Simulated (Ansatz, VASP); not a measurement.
SiC: VASP beside Ansatz

File INCAR:

```
SYSTEM = SiC
  PREC = Accurate
  ENCUT = 520
  EDIFF = 1E-7
  ISMEAR = 0
  SIGMA = 0.02
  LREAL = .False.
  LASPH = .True.
  NELM = 60
  ALGO = Normal
  ISIF = 2
  LWAVE = .False.
  LCHARG = .True.
  GGA = PS
  LELF = .True.
  LVHAR = .True.
  NBANDS = 26
```

Contents of KPOINTS:

```
Automatic mesh
0
Gamma
  6 6 2
  0 0 0
```

The input POSCAR:

```
SiC
1.0
    3.0780369099      0.0000000000      0.0000000000
   -1.5390184549      2.6656581578      0.0000000000
    0.0000000000      0.0000000000     10.0756977292
Si C
4 4
Direct
    0.6666666667      0.3333333333      0.9378298158
    0.3333333333      0.6666666667      0.4378298158
    0.0000000000      0.0000000000      0.6878977750
    0.0000000000      0.0000000000      0.1878977750
    0.6666666667      0.3333333333      0.7498180123
    0.3333333333      0.6666666667      0.2498180123
    0.0000000000      0.0000000000      0.5004533969
    0.0000000000      0.0000000000      0.0004533969
```

Input for Ansatz:

```yaml
crystal:
  lattice:
    - [3.0780369099, 0.0, 0.0]
    - [-1.5390184549, 2.6656581578, 0.0]
    - [0.0, 0.0, 10.0756977292]
  atoms:
    - { symbol: Si, position: [0.6666666667, 0.3333333333, 0.9378298158] }
    - { symbol: Si, position: [0.3333333333, 0.6666666667, 0.4378298158] }
    - { symbol: Si, position: [0.0, 0.0, 0.687897775] }
    - { symbol: Si, position: [0.0, 0.0, 0.187897775] }
    - { symbol: C, position: [0.6666666667, 0.3333333333, 0.7498180123] }
    - { symbol: C, position: [0.3333333333, 0.6666666667, 0.2498180123] }
    - { symbol: C, position: [0.0, 0.0, 0.5004533969] }
    - { symbol: C, position: [0.0, 0.0, 0.0004533969] }
basis:
  ecutwfc: 420
kpoints:
  mp_grid: { grid: [6, 6, 2] }
  band_path:
    path:
      - [0.0, 0.0, 0.0]
      - [0.5, 0.0, 0.0]
      - [0.3333333333, 0.3333333333, 0.0]
      - [0.0, 0.0, 0.5]
      - [0.5, 0.0, 0.5]
      - [0.3333333333, 0.3333333333, 0.5]
      - [0.0, 0.5, 0.0]
    npoints: 1
hamiltonian:
  xc: pbesol
scf:
  occupations: { method: gaussian, width: 0.02 }
  n_extra_bands: 7
output:
  forces: true
  stress: true
  eigenvalues: true
```

Alike in both runs: task single point; functional PBEsol; k mesh 6 × 6 × 2; occupations gaussian, width 0.02 eV; no spin polarisation.

```csv
,VASP,Ansatz
version,VASP 6.6.1,Ansatz 0.2.0
potentials or method,"VASP PAW PBE potentials, release 64 (Si, C), cutoff 520 eV","scalar-relativistic, plane waves, PAW"
valence electrons in the cell,32,32
```

VASP gave:

| Item | Value |
| --- | --- |
| gap on the k mesh at the Fermi level (eV) | 2.11 |
| least direct gap on the mesh (eV) | 3.23 |
| pressure (GPa) | 0.4 |
| traceless stress, the component that is largest in VASP (GPa) | -0.07 |
| rms of the force components (eV/Å) | 0.005 |

Estimate Ansatz's values.

gap on the k mesh at the Fermi level (eV): 2.11; least direct gap on the mesh (eV): 3.24; pressure (GPa): 0.0; traceless stress, the component that is largest in VASP (GPa): -0.07; rms of the force components (eV/Å): 0.005.

VASP's potentials were made for PBE, not for PBEsol. Atom by atom the forces differ by 0.000 eV/Å (rms over components).
